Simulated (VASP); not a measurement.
# NaHF2 (R-3m) in VASP: notebook

NaHF2 is run at these levels: PBEsol+D3(BJ); tasks: single point.

Program: VASP 6.6.1. These are calculated values, not measurements. Logs are shortened: lines on timing, memory, paths and dates and some standing lists are left out, and cuts for length are marked.

**1. The cell of the first run**

Symmetry: R-3m, No. 166, trigonal system. Conventional cell: a = 3.428 Å, b = 3.428 Å, c = 10.747 Å, α = 90.00°, β = 90.00°, γ = 120.00°. Na (site symmetry -3m) has 6 F at 2.17 Å and 6 H at 2.67 Å within 2.9 Å. H (site symmetry -3m) has 2 F at 0.89 Å within 1.2 Å. F (site symmetry 3m) has 1 H at 0.89 Å within 1.2 Å.

**2. Single point, PBEsol+D3(BJ)**

File INCAR:

```
SYSTEM = NaHF2
PREC = Accurate ; ENCUT = 520
EDIFF = 1E-6 ; ISMEAR = 0
SIGMA = 0.05 ; LREAL = .False.
LASPH = .True. ; NELM = 80
ALGO = Normal ; ISIF = 2
LWAVE = .False. ; LCHARG = .False.
GGA = PS ; IVDW = 12
NBANDS = 19
```

File KPOINTS:

```
Automatic mesh
0
Gamma
  9 9 9
  0 0 0
```

File POSCAR:

```
NaHF2
1.0
    1.7138837399      0.9895112386      3.5822333333
   -1.7138837399      0.9895112386      3.5822333333
    0.0000000000     -1.9790224772      3.5822333333
Na H F
1 1 2
Direct
    0.0000000000      0.0000000000      0.0000000000
    0.5000000000      0.5000000000      0.5000000000
    0.4168825606      0.4168825606      0.4168825606
    0.5831174394      0.5831174394      0.5831174394
```

Potentials or basis: VASP PAW PBE potentials, release 64 (Na_pv, H, F).

Started as:

```console
$ cat potpaw_PBE.64/Na_pv/POTCAR potpaw_PBE.64/H/POTCAR potpaw_PBE.64/F/POTCAR > POTCAR
$ mpirun -np 1 vasp_std > vasp.out
```

OUTCAR:

```text
SYSTEM = NaHF2
   PREC = Accurate
   ENCUT = 520
   EDIFF = 1E-6
   ISMEAR = 0
   LREAL = .False.
   LASPH = .True.
   NELM = 80
   ISIF = 2
   GGA = PS
   IVDW = 12
 IVDW          = 12

 ion  position               nearest neighbor table
   1  0.000  0.000  0.000-   4 2.17   4 2.17   3 2.17   3 2.17   4 2.17   3 2.17
   2  0.500  0.500  0.500-   3 0.89   4 0.89
   3  0.417  0.417  0.417-   2 0.89   4 1.79   1 2.17   1 2.17   1 2.17
   4  0.583  0.583  0.583-   2 0.89   3 1.79   1 2.17   1 2.17   1 2.17

  LATTYP: Found a trigonal (rhomboedric) cell.
 ALAT       =     4.0925451274
 COS(alpha) =     0.6492434750

  Lattice vectors:

 A1 = (   1.7138837399,   0.9895112386,   3.5822333333)
 A2 = (  -1.7138837399,   0.9895112386,   3.5822333333)
 A3 = (   0.0000000000,  -1.9790224772,   3.5822333333)

Analysis of symmetry for initial positions (statically):
=====================================================================
 Subroutine PRICEL returns:
 Original cell was already a primitive cell.

 Routine SETGRP: Setting up the symmetry group for a
 trigonal (rhombohedral) supercell.

 Subroutine GETGRP returns: Found 12 space group operations
 (whereof 12 operations were pure point group operations)
 out of a pool of 12 trial point group operations.

The static configuration has the point symmetry D_3d.

Analysis of symmetry for dynamics (positions and initial velocities):
=====================================================================
 Subroutine PRICEL returns:
 Original cell was already a primitive cell.

 Routine SETGRP: Setting up the symmetry group for a
 trigonal (rhombohedral) supercell.

 Subroutine GETGRP returns: Found 12 space group operations
 (whereof 12 operations were pure point group operations)
 out of a pool of 12 trial point group operations.

The dynamic configuration has the point symmetry D_3d.

 Subroutine INISYM returns: Found 12 space group operations
 (whereof 12 operations are pure point group operations),
 and found     1 'primitive' translations

----------------------------------------------------------------------------------------

                                     Primitive cell

  volume of cell :      36.4508

  direct lattice vectors                    reciprocal lattice vectors
     1.713883740  0.989511239  3.582233333     0.291735074  0.168433324  0.093051821
    -1.713883740  0.989511239  3.582233333    -0.291735074  0.168433324  0.093051821
     0.000000000 -1.979022477  3.582233333     0.000000000 -0.336866647  0.093051821

  length of vectors
     4.092545127  4.092545127  4.092545127     0.349482159  0.349482159  0.349482159

  position of ions in fractional coordinates (direct lattice)
     0.000000000  0.000000000  0.000000000
     0.500000000  0.500000000  0.500000000
     0.416882561  0.416882561  0.416882561
     0.583117439  0.583117439  0.583117439

  ion indices of the primitive-cell ions
   primitive index   ion index
                 1           1
                 2           2
                 3           3
                 4           4

----------------------------------------------------------------------------------------

 KPOINTS: Automatic mesh

Automatic generation of k-mesh.
 Grid dimensions read from file:
 generate k-points for:    9    9    9

 Generating k-lattice:

  Cartesian coordinates                     Fractional coordinates (reciprocal lattice)
     0.032415008  0.018714814  0.010339091     0.111111111  0.000000000  0.000000000
    -0.032415008  0.018714814  0.010339091     0.000000000  0.111111111  0.000000000
     0.000000000 -0.037429627  0.010339091     0.000000000  0.000000000  0.111111111

  Length of vectors
     0.038831351  0.038831351  0.038831351

  Shift w.r.t. Gamma in fractional coordinates (k-lattice)
     0.000000000  0.000000000  0.000000000

 Subroutine IBZKPT returns following result:
 ===========================================

 Found     85 irreducible k-points:

 Following reciprocal coordinates:
            Coordinates               Weight
  0.000000  0.000000  0.000000      1.000000
  0.111111 -0.000000 -0.000000      6.000000
  0.222222 -0.000000  0.000000      6.000000
  0.333333  0.000000  0.000000      6.000000
  0.444444 -0.000000  0.000000      6.000000
  0.111111  0.111111 -0.000000      6.000000
[... 16 lines left out ...]
 -0.333333  0.333333  0.000000      6.000000
  0.444444  0.444444  0.000000      6.000000
 [... further k-points ...]
   k-points           NKPTS =     85   k-points in BZ     NKDIM =     85   number of bands    NBANDS=     19
   number of dos      NEDOS =    301   number of ions     NIONS =      4
   total plane-waves  NPLWV =  27000
   dimension x,y,z NGX =    30 NGY =   30 NGZ =   30
   dimension x,y,z NGXF=    60 NGYF=   60 NGZF=   60
   ions per type =               1   1   2
   NGX,Y,Z   is equivalent  to a cutoff of  12.19, 12.19, 12.19 a.u.
   NGXF,Y,Z  is equivalent  to a cutoff of  24.37, 24.37, 24.37 a.u.
 SYSTEM =  NaHF2
   PREC   = accura    normal or accurate (medium, high low for compatibility)
   ISTART =      0    job   : 0-new  1-cont  2-samecut
   ICHARG =      2    charge: 1-file 2-atom 10-const
   ISPIN  =      1    spin polarized calculation?
   LNONCOLLINEAR =      F non collinear calculations
   LSORBIT =      F    spin-orbit coupling
   LASPH  =      T    aspherical Exc in radial PAW
   ENCUT  =  520.0 eV  38.22 Ry    6.18 a.u.   7.61  7.61  7.61*2*pi/ulx,y,z
   NELM   =     80;   NELMIN=  2; NELMDL= -5     # of ELM steps
   EDIFF  = 0.1E-05   stopping-criterion for ELM
   LREAL  =      F    real-space projection
   EDIFFG = 0.1E-04   stopping-criterion for IOM
   NSW    =      0    number of steps for IOM
   IBRION =     -1    ionic relax: 0-MD 1-quasi-New 2-CG
   NFREE  =      0    steps in history (QN), initial steepest desc. (CG)
   ISIF   =      2    stress and relaxation
   ISYM   =      2    0-nonsym 1-usesym 2-fastsym
   POTIM  = 0.5000    time-step for ionic-motion
   TEBEG  =    0.0;   TEEND  =   0.0 temperature during run
   PSTRESS=    0.0 pullay stress
   NELECT =      22.0000    total number of electrons
   NUPDOWN=      -1.0000    fix difference up-down
   EMIN   =  10.00;   EMAX   =-10.00  energy-range for DOS
   EFERMI =   0.00;   METHOD = LEGACY
   ISMEAR =     0;   SIGMA  =   0.05  broadening in eV -4-tet -1-fermi 0-gaus
   EFERMI_NEDOS =   21; number of points for ismear=-14 and -15
   IALGO  =     38    algorithm
   IMIX   =      4    mixing-type and parameters
     AMIX     =   0.40;   BMIX     =  1.00
     AMIX_MAG =   1.60;   BMIX_MAG =  1.00
  volume/ion in A,a.u.               =       9.11        61.50
  Fermi-wavevector in a.u.,A,eV,Ry     =   1.383503  2.614441 26.042633  1.914080
  Thomas-Fermi vector in A             =   2.508094
   LORBIT       =      0    0 simple, 1 ext, 2 COOP (PROOUT), +10 PAW based schemes
   GGA     = PS    functional components
   LHFCALC =     F    Hartree Fock is set to
   AEXX    =    0.0000 exact exchange contribution
   IVDW    =    12    specifies the selected vdW correction
   LEPSILON=     F    determine dielectric tensor
   LRPA    =     F    only Hartree local field effects (RPA)
 non-spin polarized calculation
 Gauss-broadening in eV      SIGMA  =   0.05
  energy-cutoff  :      520.00
  volume of cell :       36.45
 maximum number of plane-waves:       994
   NGX = 15   NGY = 15   NGZ = 15

 number of electron      22.0000002 magnetization

 Free energy of the ion-electron system (eV)
  ---------------------------------------------------
  ext. energy  EPLUGINS =         0.00000000
  ---------------------------------------------------
  free energy    TOTEN  =       -14.05899048 eV

  energy without entropy =      -14.05899048  energy(sigma->0) =      -14.05899048

 E-fermi :  -1.1688     XC(G=0):  -9.3403

 val. band max:       -1.3785857956   @ k =   0.0000   0.0000   0.0000
 cond. band min:       4.9784574234   @ k =   0.0000   0.0000   0.0000
 fundamental gap:      6.3570432190
 Fermi energy:        -1.1688390333

 k-point     1 :       0.0000    0.0000    0.0000
  band No.  band energies     occupation
      1     -25.9960      2.00000
      2     -21.5495      2.00000
      3     -20.4060      2.00000
      4     -20.4060      2.00000
      5     -20.1553      2.00000
      6      -9.3835      2.00000
[... 11 lines left out ...]
     18      20.0430      0.00000
     19      20.0430      0.00000

 k-point     2 :       0.1111   -0.0000   -0.0000
  band No.  band energies     occupation
      1     -25.9900      2.00000
      2     -21.5304      2.00000
      3     -20.4091      2.00000
      4     -20.4051      2.00000
      5     -20.1921      2.00000
      6      -9.3244      2.00000
[... 11 lines left out ...]
     18      19.9314      0.00000
     19      21.0296      0.00000

 k-point     3 :       0.2222   -0.0000    0.0000
  band No.  band energies     occupation
      1     -25.9748      2.00000
      2     -21.4768      2.00000
      3     -20.4169      2.00000
      4     -20.4038      2.00000
      5     -20.2889      2.00000
      6      -9.1683      2.00000
[... 11 lines left out ...]
     18      19.7362      0.00000
     19      22.0595      0.00000

 k-point     4 :       0.3333    0.0000    0.0000
  band No.  band energies     occupation
      1     -25.9564      2.00000
      2     -21.4040      2.00000
      3     -20.4306      2.00000
      4     -20.4258      2.00000
      5     -20.3823      2.00000
      6      -8.9760      2.00000
[... 11 lines left out ...]
     18      19.6028      0.00000
     19      21.7693      0.00000

 k-point     5 :       0.4444   -0.0000    0.0000
  band No.  band energies     occupation
      1     -25.9443      2.00000
      2     -21.3458      2.00000
      3     -20.5128      2.00000
      4     -20.4316      2.00000
      5     -20.3894      2.00000
      6      -8.8384      2.00000
[... 11 lines left out ...]
     18      19.5479      0.00000
     19      21.2384      0.00000

 k-point     6 :       0.1111    0.1111   -0.0000
  band No.  band energies     occupation
      1     -25.9835      2.00000
      2     -21.5433      2.00000
      3     -20.4097      2.00000
      4     -20.4087      2.00000
      5     -20.1928      2.00000
      6      -9.2828      2.00000
[... 11 lines left out ...]
     18      20.2828      0.00000
     19      21.0373      0.00000

 k-point     7 :       0.2222    0.1111    0.0000
  band No.  band energies     occupation
      1     -25.9657      2.00000
      2     -21.5339      2.00000
      3     -20.4278      2.00000
      4     -20.4083      2.00000
      5     -20.2334      2.00000
      6      -9.1448      2.00000
[... 11 lines left out ...]
     18      20.0343      0.00000
     19      22.2849      0.00000

 k-point     8 :       0.3333    0.1111    0.0000
  band No.  band energies     occupation
      1     -25.9444      2.00000
      2     -21.5041      2.00000
      3     -20.4631      2.00000
      4     -20.4054      2.00000
      5     -20.2875      2.00000
      6      -8.9631      2.00000
[... 256 lines left out ...]
 k-point    20 :       0.3333    0.3333    0.0000
  band No.  band energies     occupation
      1     -25.8744      2.00000
      2     -21.7943      2.00000
      3     -20.5122      2.00000
      4     -20.4294      2.00000
      5     -20.0302      2.00000
      6      -8.7679      2.00000
[... 11 lines left out ...]
     18      20.7468      0.00000
     19      21.1611      0.00000

 k-point    21 :       0.4444    0.3333    0.0000
  band No.  band energies     occupation
      1     -25.8477      2.00000
      2     -21.8642      2.00000
      3     -20.5274      2.00000
      4     -20.4307      2.00000
      5     -19.9842      2.00000
      6      -8.6671      2.00000
[... 11 lines left out ...]
     18      20.8851      0.00000
     19      22.2478      0.00000

 k-point    22 :      -0.4444    0.3333   -0.0000
  band No.  band energies     occupation
      1     -25.8461      2.00000
      2     -21.8455      2.00000
      3     -20.5328      2.00000
      4     -20.4264      2.00000
      5     -20.0052      2.00000
      6      -8.6322      2.00000
[... 11 lines left out ...]
     18      21.5032      0.00000
     19      22.5121      0.00000

 k-point    23 :      -0.3333    0.3333    0.0000
  band No.  band energies     occupation
      1     -25.8708      2.00000
      2     -21.7395      2.00000
      3     -20.5309      2.00000
      4     -20.4181      2.00000
      5     -20.0854      2.00000
      6      -8.6866      2.00000
[... 11 lines left out ...]
     18      20.1533      0.00000
     19      23.9330      0.00000

 k-point    24 :       0.4444    0.4444    0.0000
  band No.  band energies     occupation
      1     -25.8176      2.00000
      2     -21.9690      2.00000
      3     -20.5360      2.00000
      4     -20.4363      2.00000
      5     -19.9050      2.00000
      6      -8.6008      2.00000
[... 11 lines left out ...]
     18      20.5440      0.00000
     19      22.5579      0.00000

 [... further k-points ...]

------------------------ aborting loop because EDIFF is reached ----------------------------------------

 Edisp (eV)   -0.36478

 E8    (eV) :    -0.2175

  FORCE on cell =-STRESS in cart. coord.  units (eV):
  Direction    XX          YY          ZZ          XY          YZ          ZX
  --------------------------------------------------------------------------------------
  -------------------------------------------------------------------------------------
  Total       1.62111     1.62111    34.50852     0.00000     0.00000     0.00000
  in kB      71.25508    71.25508  1516.80491     0.00000     0.00000     0.00000
  external pressure =      553.11 kB  Pullay stress =        0.00 kB

 VOLUME and BASIS-vectors are now :
 -----------------------------------------------------------------------------
  energy-cutoff  :      520.00
  volume of cell :       36.45
      direct lattice vectors                 reciprocal lattice vectors
     1.713883740  0.989511239  3.582233333     0.291735074  0.168433324  0.093051821
    -1.713883740  0.989511239  3.582233333    -0.291735074  0.168433324  0.093051821
     0.000000000 -1.979022477  3.582233333     0.000000000 -0.336866647  0.093051821

 POSITION                                       TOTAL-FORCE (eV/Angst)
 -----------------------------------------------------------------------------------
      0.00000      0.00000      0.00000        -0.000000      0.000000     -0.000000
      0.00000      0.00000      5.37335         0.000000      0.000000     -0.000000
      0.00000      0.00000      4.48011        -0.000000     -0.000000    -17.197786
      0.00000      0.00000      6.26659        -0.000000     -0.000000     17.197786
 -----------------------------------------------------------------------------------
    total drift:                               -0.000000     -0.000000      0.000000

  FREE ENERGIE OF THE ION-ELECTRON SYSTEM (eV)
  ---------------------------------------------------
  free  energy   TOTEN  =       -14.4237672270 eV

  energy  without entropy=      -14.4237672270  energy(sigma->0) =      -14.42376723
```

Wall time 29 s (1 thread of AMD EPYC 9R45 (Zen 5), shared host); peak memory 0.18 GiB.

Results:

```
Free energy                : -14.4238 eV
Pressure                   : 55.3 GPa
Largest force              : 17.198 eV/Å
Band gap on the k mesh     : 6.36 eV
Dispersion energy per atom : -0.091 eV
```

Forces on the atoms (eV/Å):
```
Na    0.000   0.000   0.000
H     0.000   0.000   0.000
F     0.000   0.000 -17.198
F     0.000   0.000  17.198
```

Caveat: the cell stands under pressure; the PAW data sets were made with another functional, which shifts forces and pressure a little; an odd mesh through Γ misses points on the zone boundary, where band edges can lie.

**3. Single point, PBEsol+D3(BJ)**

This run uses another cell than the first one, of 9.33 Å³/atom.

File INCAR:

```
PREC = Accurate
ENCUT = 520
EDIFF = 1E-6
ISMEAR = 0
SIGMA = 0.05
LREAL = F
LASPH = T
NELM = 60
ALGO = Normal
ISIF = 2
LWAVE = F
LCHARG = F
GGA = PS
IVDW = 12
NBANDS = 19
```

File KPOINTS:

```
regular mesh
0
Gamma
  9 9 9
```

File POSCAR:

```
NaHF2
1.0
    1.5939000000      0.9202385941      4.2401666667
   -1.5939000000      0.9202385941      4.2401666667
    0.0000000000     -1.8404771881      4.2401666667
Na H F
1 1 2
Direct
    0.0000000000      0.0000000000      0.0000000000
    0.5000000000      0.5000000000      0.5000000000
    0.4168825606      0.4168825606      0.4168825606
    0.5831174394      0.5831174394      0.5831174394
```

Potentials or basis: VASP PAW PBE potentials, release 64 (Na_pv, H, F).

Started as:

```console
$ cat potpaw_PBE.64/Na_pv/POTCAR potpaw_PBE.64/H/POTCAR potpaw_PBE.64/F/POTCAR > POTCAR
$ mpirun -np 1 vasp_std > vasp.out
```

Wall time 46 s (1 thread of AMD EPYC 9R45 (Zen 5), shared host); peak memory 0.2 GiB.

It converged, with:

```
Free energy                : -17.5016 eV
Pressure                   : 19.2 GPa
Largest force              : 2.245 eV/Å
Band gap on the k mesh     : 7.78 eV (least direct gap 7.80 eV)
Dispersion energy per atom : -0.090 eV
```

Forces in eV/Å, atoms in the order of the input:
```
Na   0.000  0.000  0.000
H    0.000  0.000  0.000
F    0.000  0.000 -2.245
F    0.000  0.000  2.245
```

Stress tensor (GPa, compression positive):
```
10.52  0.00  0.00
 0.00 10.52  0.00
 0.00  0.00 36.65
```

Levels at points of the mesh, in eV from the valence-band top:
```tsv
k point	band 7	band 8	band 9	band 10	band 11	band 12	band 13	band 14	band 15	band 16
(0.00, 0.00, 0.00)	-0.70	-0.70	-0.39	-0.39	-0.03	7.78	14.59	16.18	20.64	20.68
```

Caveat: the cell stands under pressure; the PAW data sets were made with another functional, which shifts forces and pressure a little; an odd mesh through Γ misses points on the zone boundary, where band edges can lie.

[end of part 1 of 2]
